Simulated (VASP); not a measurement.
Write the native input for VASP 6.6.1 that does the following.

```
Task                   : single point
Functional             : r2SCAN
Potentials or basis    : VASP PAW PBE potentials, release 64 (Si, Ni)
Cutoff                 : 520 eV
k mesh                 : 12 × 12 × 10
Occupations            : gaussian, width 0.15 eV
Spin                   : no spin polarisation
Dipole correction      : no
Further INCAR settings : ALGO = Normal; EDIFF = 1e-07; NBANDS = 33
```

Crystal: SiNi2.

```
Si Ni
1.0
     3.86955    0.00000    0.00000
    -1.93477    3.35112    0.00000
     0.00000    0.00000    4.85291
Si Ni
2 4
Direct
  0.33333 0.66667 0.75000
  0.66667 0.33333 0.25000
  0.00000 0.00000 0.00000
  0.00000 0.00000 0.50000
  0.33333 0.66667 0.25000
  0.66667 0.33333 0.75000
```

This cell differs from its parent crystal: strain +0.000 along x and y, -0.015 along z.

The input as run:

POSCAR

```
SiNi2
1.0
    3.8695455034      0.0000000000      0.0000000000
   -1.9347727517      3.3511247070      0.0000000000
    0.0000000000      0.0000000000      4.8529090030
Si Ni
2 4
Direct
    0.3333333333      0.6666666667      0.7500000000
    0.6666666667      0.3333333333      0.2500000000
    0.0000000000      0.0000000000      0.0000000000
    0.0000000000      0.0000000000      0.5000000000
    0.3333333333      0.6666666667      0.2500000000
    0.6666666667      0.3333333333      0.7500000000
```

INCAR.step1

```
  PREC = Accurate
  ENCUT = 520
  ISMEAR = 0
  SIGMA = 0.15
  LREAL = F
  LASPH = T
  NELM = 60
  NBANDS = 33
  GGA = PE
  ALGO = Normal
  EDIFF = 1E-4
  LWAVE = T
  LCHARG = F
```

INCAR.step2

```
  PREC = Accurate
  ENCUT = 520
  EDIFF = 1E-7
  ISMEAR = 0
  SIGMA = 0.15
  LREAL = F
  LASPH = T
  NELM = 60
  ALGO = Normal
  ISIF = 2
  LWAVE = F
  LCHARG = T
  METAGGA = R2SCAN
  LMIXTAU = T
  LELF = T
  LVHAR = T
  NBANDS = 33
  ISTART = 1
```

KPOINTS

```
Automatic mesh
0
Gamma
  12 12 10
```

Potentials or basis: VASP PAW PBE potentials, release 64 (Si, Ni).

Command:

```bash
$ cat potpaw_PBE.64/Si/POTCAR potpaw_PBE.64/Ni/POTCAR > POTCAR
$ cp INCAR.step1 INCAR
$ mpirun -np 1 vasp_std > vasp.out
$ cp INCAR.step2 INCAR
$ mpirun -np 1 vasp_std > vasp.out
```

Results of the run:

* Pressure: 3.6 GPa
* Band gap on the k mesh: zero (bands 24 and 25 overlap by 3.64 eV)

Caveat: the cell differs from its parent crystal (strain +0.000 along x and y, -0.015 along z); the cell stands under pressure; the PAW data sets were made with another functional, which shifts forces and pressure a little.

It took 29 min on 1 thread of Oxide Virtual Turin-like Processor, with other jobs on the host, peak memory 0.27 GiB.
